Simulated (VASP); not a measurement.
# Tl (I4/mmm) in VASP: further runs

Tl is run at these levels: LDA; tasks: single point.

Program: VASP 6.6.1. These are calculated values, not measurements. Logs are shortened: lines on timing, memory, paths and dates and some standing lists are left out, and cuts for length are marked.

### Step 1. The cell of the first run

It takes space group I4/mmm (No. 139, tetragonal). Conventional cell: a = 3.882 Å, b = 3.882 Å, c = 3.804 Å, α = 90.00°, β = 90.00°, γ = 90.00°. Tl (site symmetry 4/mmm) has 14 Tl at 3.34 to 3.88 Å within 4.4 Å.

### Step 2. Single point, LDA (zz strain of -2 %)

INCAR reads:

```
  PREC = Accurate
  ENCUT = 520
  EDIFF = 1E-6
  ISMEAR = -1
  SIGMA = 0.05
  LREAL = F
  LASPH = T
  NELM = 60
  ALGO = Normal
  ISIF = 2
  LWAVE = F
  LCHARG = F
  GGA = CA
  NBANDS = 12
```

KPOINTS reads:

```
regular mesh
0
Gamma
  13 13 13
```

POSCAR reads:

```
Tl
1.0
   -1.9410000000      1.9410000000      1.9021800000
    1.9410000000     -1.9410000000      1.9021800000
    1.9410000000      1.9410000000     -1.9021800000
Tl
1
Direct
    0.0000000000      0.0000000000      0.0000000000
```

Potentials or basis: VASP PAW LDA potentials, release 64 (Tl_d).

On the command line:

```
> cat potpaw_LDA.64/Tl_d/POTCAR > POTCAR
> mpirun -np 1 vasp_std > vasp.out
```

OUTCAR:

```text
PREC = Accurate
   ENCUT = 520
   EDIFF = 1E-6
   ISMEAR = -1
   LREAL = F
   LASPH = T
   NELM = 60
   ISIF = 2
   GGA = CA

 ion  position               nearest neighbor table
   1  0.000  0.000  0.000-

  LATTYP: Found a body centered tetragonal cell.
 ALAT       =     3.8820000000
 C/A-ratio  =     0.9800000000

  Lattice vectors:

 A1 = (  -1.9410000000,   1.9410000000,   1.9021800000)
 A2 = (   1.9410000000,  -1.9410000000,   1.9021800000)
 A3 = (   1.9410000000,   1.9410000000,  -1.9021800000)

Analysis of symmetry for initial positions (statically):
=====================================================================
 Subroutine PRICEL returns:
 Original cell was already a primitive cell.

 Routine SETGRP: Setting up the symmetry group for a
 body centered tetragonal supercell.

 Subroutine GETGRP returns: Found 16 space group operations
 (whereof 16 operations were pure point group operations)
 out of a pool of 16 trial point group operations.

The static configuration has the point symmetry D_4h.

Analysis of symmetry for dynamics (positions and initial velocities):
=====================================================================
 Subroutine PRICEL returns:
 Original cell was already a primitive cell.

 Routine SETGRP: Setting up the symmetry group for a
 body centered tetragonal supercell.

 Subroutine GETGRP returns: Found 16 space group operations
 (whereof 16 operations were pure point group operations)
 out of a pool of 16 trial point group operations.

The dynamic configuration has the point symmetry D_4h.

 Subroutine INISYM returns: Found 16 space group operations
 (whereof 16 operations are pure point group operations),
 and found     1 'primitive' translations

----------------------------------------------------------------------------------------

                                     Primitive cell

  volume of cell :      28.6657

  direct lattice vectors                    reciprocal lattice vectors
    -1.941000000  1.941000000  1.902180000     0.000000000  0.257599176  0.262856302
     1.941000000 -1.941000000  1.902180000     0.257599176  0.000000000  0.262856302
     1.941000000  1.941000000 -1.902180000     0.257599176  0.257599176  0.000000000

  length of vectors
     3.339648298  3.339648298  3.339648298     0.368036371  0.368036371  0.364300248

  position of ions in fractional coordinates (direct lattice)
     0.000000000  0.000000000  0.000000000

  ion indices of the primitive-cell ions
   primitive index   ion index
                 1           1

----------------------------------------------------------------------------------------

 KPOINTS: regular mesh

Automatic generation of k-mesh.
 Grid dimensions read from file:
 generate k-points for:   13   13   13

 Generating k-lattice:

  Cartesian coordinates                     Fractional coordinates (reciprocal lattice)
     0.000000000  0.019815321  0.020219716     0.076923077 -0.000000000  0.000000000
     0.019815321  0.000000000  0.020219716    -0.000000000  0.076923077  0.000000000
     0.019815321  0.019815321  0.000000000     0.000000000  0.000000000  0.076923077

  Length of vectors
     0.028310490  0.028310490  0.028023096

  Shift w.r.t. Gamma in fractional coordinates (k-lattice)
     0.000000000  0.000000000  0.000000000

 Subroutine IBZKPT returns following result:
 ===========================================

 Found    196 irreducible k-points:

 Following reciprocal coordinates:
            Coordinates               Weight
  0.000000  0.000000  0.000000      1.000000
  0.076923  0.000000  0.000000      8.000000
  0.153846  0.000000  0.000000      8.000000
  0.230769 -0.000000  0.000000      8.000000
  0.307692  0.000000  0.000000      8.000000
  0.384615  0.000000 -0.000000      8.000000
[... 16 lines left out ...]
  0.384615  0.153846  0.000000     16.000000
  0.461538  0.153846 -0.000000     16.000000
 [... further k-points ...]
   k-points           NKPTS =    196   k-points in BZ     NKDIM =    196   number of bands    NBANDS=     12
   number of dos      NEDOS =    301   number of ions     NIONS =      1
   total plane-waves  NPLWV =  21952
   dimension x,y,z NGX =    28 NGY =   28 NGZ =   28
   dimension x,y,z NGXF=    56 NGYF=   56 NGZF=   56
   ions per type =               1
   NGX,Y,Z   is equivalent  to a cutoff of  13.94, 13.94, 13.94 a.u.
   NGXF,Y,Z  is equivalent  to a cutoff of  27.88, 27.88, 27.88 a.u.
 SYSTEM =  unknown system
   PREC   = accura    normal or accurate (medium, high low for compatibility)
   ISTART =      0    job   : 0-new  1-cont  2-samecut
   ICHARG =      2    charge: 1-file 2-atom 10-const
   ISPIN  =      1    spin polarized calculation?
   LNONCOLLINEAR =      F non collinear calculations
   LSORBIT =      F    spin-orbit coupling
   LASPH  =      T    aspherical Exc in radial PAW
   ENCUT  =  520.0 eV  38.22 Ry    6.18 a.u.   6.21  6.21  6.21*2*pi/ulx,y,z
   NELM   =     60;   NELMIN=  2; NELMDL= -5     # of ELM steps
   EDIFF  = 0.1E-05   stopping-criterion for ELM
   LREAL  =      F    real-space projection
   EDIFFG = 0.1E-04   stopping-criterion for IOM
   NSW    =      0    number of steps for IOM
   IBRION =     -1    ionic relax: 0-MD 1-quasi-New 2-CG
   NFREE  =      0    steps in history (QN), initial steepest desc. (CG)
   ISIF   =      2    stress and relaxation
   ISYM   =      2    0-nonsym 1-usesym 2-fastsym
   POTIM  = 0.5000    time-step for ionic-motion
   TEBEG  =    0.0;   TEEND  =   0.0 temperature during run
   PSTRESS=    0.0 pullay stress
   NELECT =      13.0000    total number of electrons
   NUPDOWN=      -1.0000    fix difference up-down
   EMIN   =  10.00;   EMAX   =-10.00  energy-range for DOS
   EFERMI =   0.00;   METHOD = LEGACY
   ISMEAR =    -1;   SIGMA  =   0.05  broadening in eV -4-tet -1-fermi 0-gaus
   EFERMI_NEDOS =   21; number of points for ismear=-14 and -15
   IALGO  =     38    algorithm
   IMIX   =      4    mixing-type and parameters
     AMIX     =   0.40;   BMIX     =  1.00
     AMIX_MAG =   1.60;   BMIX_MAG =  1.00
  volume/ion in A,a.u.               =      28.67       193.45
  Fermi-wavevector in a.u.,A,eV,Ry     =   1.257771  2.376843 21.524266  1.581989
  Thomas-Fermi vector in A             =   2.391414
   LORBIT       =      0    0 simple, 1 ext, 2 COOP (PROOUT), +10 PAW based schemes
   GGA     = CA    functional components
   LHFCALC =     F    Hartree Fock is set to
   AEXX    =    0.0000 exact exchange contribution
   IVDW    =     0    specifies the selected vdW correction
   LEPSILON=     F    determine dielectric tensor
   LRPA    =     F    only Hartree local field effects (RPA)
 non-spin polarized calculation
  energy-cutoff  :      520.00
  volume of cell :       28.67
 maximum number of plane-waves:       787
 NGX is ok and might be reduce to    28
   NGX = 13   NGY = 13   NGZ = 13

 number of electron      12.9999999 magnetization

 Free energy of the ion-electron system (eV)
  ---------------------------------------------------
  ext. energy  EPLUGINS =         0.00000000
  ---------------------------------------------------
  free energy    TOTEN  =        -2.92299278 eV

  energy without entropy =       -2.91783355  energy(sigma->0) =       -2.92041317

 E-fermi :   6.2143     XC(G=0): -10.4945

 val. band max:        6.1955719301   @ k =  -0.3077   0.4615   0.0769
 cond. band min:       6.2222135333   @ k =   0.2308   0.2308   0.2308
 fundamental gap:      0.0266416032
 Fermi energy:         6.2142833817

 k-point     1 :       0.0000    0.0000    0.0000
  band No.  band energies     occupation
      1      -5.3766      2.00000
      2      -5.3492      2.00000
      3      -5.3492      2.00000
      4      -4.9363      2.00000
      5      -4.9095      2.00000
      6      -3.7851      2.00000
      7      16.9198      0.00000
      8      16.9198      0.00000
      9      17.1231      0.00000
     10      18.5566      0.00000
     11      18.5566      0.00000
     12      18.7843      0.00000

 k-point     2 :       0.0769    0.0000    0.0000
  band No.  band energies     occupation
      1      -5.3771      2.00000
      2      -5.3422      2.00000
      3      -5.3214      2.00000
      4      -4.9390      2.00000
      5      -4.9179      2.00000
      6      -3.6498      2.00000
      7      15.6791      0.00000
      8      16.4293      0.00000
      9      16.6817      0.00000
     10      18.1279      0.00000
     11      18.4421      0.00000
     12      18.6863      0.00000

 k-point     3 :       0.1538    0.0000    0.0000
  band No.  band energies     occupation
      1      -5.4052      2.00000
      2      -5.3360      2.00000
      3      -5.2158      2.00000
      4      -4.9571      2.00000
      5      -4.9255      2.00000
      6      -3.2340      2.00000
      7      13.1187      0.00000
      8      15.3503      0.00000
      9      15.8424      0.00000
     10      17.5042      0.00000
     11      18.1907      0.00000
     12      18.9989      0.00000
[... 286 lines left out ...]
 k-point    23 :       0.3846    0.1538    0.0000
  band No.  band energies     occupation
      1      -5.5200      2.00000
      2      -5.4016      2.00000
      3      -4.9729      2.00000
      4      -4.9382      2.00000
      5      -4.7286      2.00000
      6       1.2485      2.00000
      7       4.3584      2.00000
      8       9.5866      0.00000
      9      12.7403      0.00000
     10      17.5591      0.00000
     11      20.2372      0.00000
     12      20.9969      0.00000

 k-point    24 :       0.4615    0.1538   -0.0000
  band No.  band energies     occupation
      1      -5.5178      2.00000
      2      -5.4020      2.00000
      3      -4.9649      2.00000
      4      -4.9475      2.00000
      5      -4.7303      2.00000
      6       1.2084      2.00000
      7       4.4104      2.00000
      8       9.5616      0.00000
      9      12.7724      0.00000
     10      17.5410      0.00000
     11      20.2740      0.00000
     12      21.6290      0.00000

 [... further k-points ...]
[... 5 lines left out ...]
  --------------------------------------------------------------------------------------
  -------------------------------------------------------------------------------------
  Total       -0.3063167     -0.3063167     -0.3605936      0.0000000      0.0000000      0.0000000
  in kB      -17.1205849    -17.1205849    -20.1542161      0.0000000      0.0000000      0.0000000
  external PRESSURE =     -18.1317953 kB  Pullay stress =       0.0000000 kB

 VOLUME and BASIS-vectors are now :
 -----------------------------------------------------------------------------
  energy-cutoff  :      520.00
  volume of cell :       28.67
      direct lattice vectors                 reciprocal lattice vectors
    -1.941000000  1.941000000  1.902180000     0.000000000  0.257599176  0.262856302
     1.941000000 -1.941000000  1.902180000     0.257599176  0.000000000  0.262856302
     1.941000000  1.941000000 -1.902180000     0.257599176  0.257599176  0.000000000

 POSITION                                       TOTAL-FORCE (eV/Angst)
 -----------------------------------------------------------------------------------
      0.00000      0.00000      0.00000        -0.000000      0.000000     -0.000000
 -----------------------------------------------------------------------------------
    total drift:                               -0.000000     -0.000000     -0.000000

  FREE ENERGIE OF THE ION-ELECTRON SYSTEM (eV)
  ---------------------------------------------------
  free  energy   TOTEN  =        -2.9229927830 eV

  energy  without entropy=       -2.9178335520  energy(sigma->0) =       -2.92041317
```

It took 51 s on 1 thread of Intel Xeon Platinum 8259CL at 2.50GHz (Skylake/Cascade Lake), shared host; peak memory 0.18 GiB.

Results:

| Quantity | Value |
| --- | --- |
| Free energy | -2.9230 eV |
| Pressure | -1.8 GPa |

Caveat: the cell differs from its parent crystal (zz strain of -2 %); spin-orbit coupling is left out, which moves the levels of the heavy elements.

### Step 3. Single point, LDA (zz strain of -1 %)

INCAR reads:

```
PREC = Accurate
ENCUT = 520
EDIFF = 1E-6
ISMEAR = -1
SIGMA = 0.05
LREAL = False
LASPH = True
NELM = 80
ALGO = Normal
ISIF = 2
LWAVE = False
LCHARG = False
NBANDS = 12
```

KPOINTS reads:

```
Automatic mesh
0
Gamma
  13 13 13
```

POSCAR reads:

```
Tl
1.0
   -1.9410000000      1.9410000000      1.9215900000
    1.9410000000     -1.9410000000      1.9215900000
    1.9410000000      1.9410000000     -1.9215900000
Tl
1
Direct
    0.0000000000      0.0000000000      0.0000000000
```

Potentials or basis: VASP PAW LDA potentials, release 64 (Tl_d).

On the command line:

```
> cat potpaw_LDA.64/Tl_d/POTCAR > POTCAR
> mpirun -np 1 vasp_std > vasp.out
```

It took 52 s on 1 thread of Intel Xeon Platinum 8259CL at 2.50GHz (Skylake/Cascade Lake), shared host; peak memory 0.19 GiB.

It converged, with:

* Free energy: -2.9192 eV
* Pressure: -2.1 GPa

Stress tensor (GPa, compression positive):
```
-2.05  0.00  0.00
 0.00 -2.05  0.00
 0.00  0.00 -2.24
```

Levels at points of the mesh, in eV from the Fermi level:
```tsv
k point	band 2	band 3	band 4	band 5	band 6	band 7	band 8	band 9	band 10	band 11
(0.00, 0.00, 0.00)	-11.56	-11.56	-11.14	-11.13	-9.93	10.64	10.64	10.73	12.34	12.34
```

Caveat: the cell differs from its parent crystal (zz strain of -1 %); spin-orbit coupling is left out, which moves the levels of the heavy elements.
